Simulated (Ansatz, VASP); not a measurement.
# Two plane-wave programs on Al

Contents of INCAR:

```
SYSTEM = Al
PREC = Accurate ; ENCUT = 520
EDIFF = 1E-6 ; ISMEAR = 1
SIGMA = 0.01 ; LREAL = .False.
LASPH = .True. ; NELM = 150
ALGO = Normal ; ISIF = 2
LWAVE = .False. ; LCHARG = .False.
ISPIN = 2 ; MAGMOM = 0.5
LORBIT = 11 ; GGA = RP
NBANDS = 12
```

File KPOINTS:

```
regular mesh
0
Gamma
  12 12 12
  0 0 0
```

POSCAR

```
Al
1.0
    0.0000000000      1.9403381750      1.9403381750
    1.9403381750      0.0000000000      1.9403381750
    1.9403381750      1.9403381750      0.0000000000
Al
1
Direct
    0.0000000000      0.0000000000      0.0000000000
```

File input.yaml:

```yaml
crystal:
  lattice:
    - [0.0, 1.940338175, 1.940338175]
    - [1.940338175, 0.0, 1.940338175]
    - [1.940338175, 1.940338175, 0.0]
  atoms:
    - { symbol: Al, position: [0.0, 0.0, 0.0], spin: 0.5 }
hamiltonian:
  xc: rpbe
  pseudopotentials: { kind: paw, accuracy: stringent }
magnetization:
  spin_polarized: true
kpoints:
  mp_grid: { grid: [12, 12, 12] }
scf:
  occupations: { method: cold, width: 0.01 }
output:
  forces: true
  stress: true
  eigenvalues: true
```

Change from the starting cell: volume scaled by 0.88.

Alike in both runs: task single point; functional RPBE; k mesh 12 × 12 × 12; collinear spin.

|  | VASP | Ansatz |
| --- | --- | --- |
| version | VASP 6.6.1 | Ansatz 0.2.0 |
| potentials or method | VASP PAW PBE potentials, release 64 (Al) | SSSP precision PAW |
| plane-wave cutoff (eV) | 520 | 408 |
| occupations | methfessel-paxton of order 1, width 0.01 eV | cold, width 0.01 eV |
| valence electrons in the cell | 3 | 3 |

|  | VASP | Ansatz | Ansatz less VASP |
| --- | --- | --- | --- |
| gap on the k mesh at the Fermi level (eV) | none | none | - |
| pressure (GPa) | 14.2 | 14.4 | +0.29 |
| net moment per atom (μB) | 0.03 | 0.03 | 0.000 |

VASP's potentials were made for PBE, not for RPBE. A gap of «none» marks a metal or a gap that the smearing closes.
